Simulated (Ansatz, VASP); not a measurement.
# One calculation of Zn, two programs

The input INCAR:

```
SYSTEM = Zn
ALGO = Fast ; EDIFF = 1E-6
ENCUT = 520 ; GGA = PS
ISIF = 2 ; ISMEAR = 0
LASPH = .TRUE. ; LCHARG = .FALSE.
LREAL = .FALSE. ; LWAVE = .FALSE.
NBANDS = 19 ; NELM = 100
PREC = Accurate ; SIGMA = 0.15
```

The input KPOINTS:

```
k-points
0
G
  24 24 10
  0 0 0
```

File POSCAR:

```
Zn
1.0
    2.6647980532      0.0000000000      0.0000000000
   -1.3323990266      2.3077828100      0.0000000000
    0.0000000000      0.0000000000      4.9467000000
Zn
2
Direct
    0.3174728545      0.7099983006      0.2500000000
    0.6666666667      0.3333333333      0.7500000000
```

Input for Ansatz:

```yaml
crystal:
  lattice:
    - [2.6647980532, 0.0, 0.0]
    - [-1.3323990266, 2.30778281, 0.0]
    - [0.0, 0.0, 4.9467]
  atoms:
    - { symbol: Zn, position: [0.3174728545, 0.7099983006, 0.25] }
    - { symbol: Zn, position: [0.6666666667, 0.3333333333, 0.75] }
basis:
  ecutwfc: 420
kpoints:
  mp_grid: { grid: [24, 24, 10] }
hamiltonian:
  xc: pbesol
scf:
  occupations: { method: gaussian, width: 0.15 }
output:
  forces: true
  stress: true
  eigenvalues: true
```

Alike in both runs: task single point; functional PBEsol; k mesh 24 × 24 × 10; occupations gaussian, width 0.15 eV; no spin polarisation.

```csv
,VASP,Ansatz
version,VASP 6.6.1,Ansatz 0.2.0
potentials or method,"VASP PAW PBE potentials, release 64 (Zn), cutoff 520 eV","scalar-relativistic, plane waves, PAW"
valence electrons in the cell,24,24
```

VASP gave:

```
gap on the k mesh at the Fermi level (eV)                     : none
pressure (GPa)                                                : -4.6
traceless stress, the component that is largest in VASP (GPa) : 1.97
rms of the force components (eV/Å)                            : 0.037
```

Problem. Estimate Ansatz's values.

Solution. gap on the k mesh at the Fermi level (eV): none; pressure (GPa): -5.3; traceless stress, the component that is largest in VASP (GPa): 2.09; rms of the force components (eV/Å): 0.036.

VASP's potentials were made for PBE, not for PBEsol. Atom by atom the forces differ by 0.001 eV/Å (rms over components). A gap of «none» marks a metal or a gap that the smearing closes.
